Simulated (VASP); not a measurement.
## TaGe3: single point with PBE

Crystal: TaGe3.

```
CELL_PARAMETERS angstrom
4.12467 0.00000 0.00000
0.00000 4.12467 0.00000
0.00000 0.00000 4.12467
ATOMIC_POSITIONS crystal
Ta 0.00000 0.00000 0.00000
Ge 0.50000 0.50000 0.00000
Ge 0.00000 0.50000 0.50000
Ge 0.50000 0.00000 0.50000
```

The cell was generated, and may not be a known phase.

```
Program                : VASP 6.6.1
Task                   : single point
Functional             : PBE
Potentials or basis    : VASP PAW PBE potentials, release 64 (Ta_pv, Ge_d)
Cutoff                 : 520 eV
k mesh                 : 12 × 12 × 12
Occupations            : gaussian, width 0.1 eV
Spin                   : no spin polarisation
Dipole correction      : no
Further INCAR settings : ALGO = Normal; EDIFF = 1e-07; NBANDS = 34
```

```
Pressure               : 0.1 GPa
Band gap on the k mesh : zero (an odd number of electrons rules out a gap without spin polarisation)
```

Levels at points of the mesh, in eV from the Fermi level:
```csv
k point,band 22,band 23,band 24,band 25,band 26,band 27,band 28,band 29,band 30,band 31
"(0.00, 0.00, 0.00)",-3.98,-3.98,-3.98,-0.32,-0.32,-0.32,0.33,1.02,1.02,2.21
"(0.50, 0.00, 0.00)",-4.03,-4.03,-3.56,-0.87,-0.79,-0.79,-0.14,0.40,1.35,2.21
"(0.50, 0.50, 0.00)",-6.73,-2.90,-2.90,-1.16,-0.39,0.12,0.44,0.44,0.46,2.12
"(0.50, 0.50, 0.50)",-6.31,-4.88,-4.88,-4.88,-1.05,0.87,0.87,2.12,2.12,2.12
```

Wall time 4.1 min on 1 thread of Intel Xeon 8259CL, on a shared host, peak memory 0.3 GiB.

Caveat: spin-orbit coupling is left out, which moves the levels of the heavy elements.
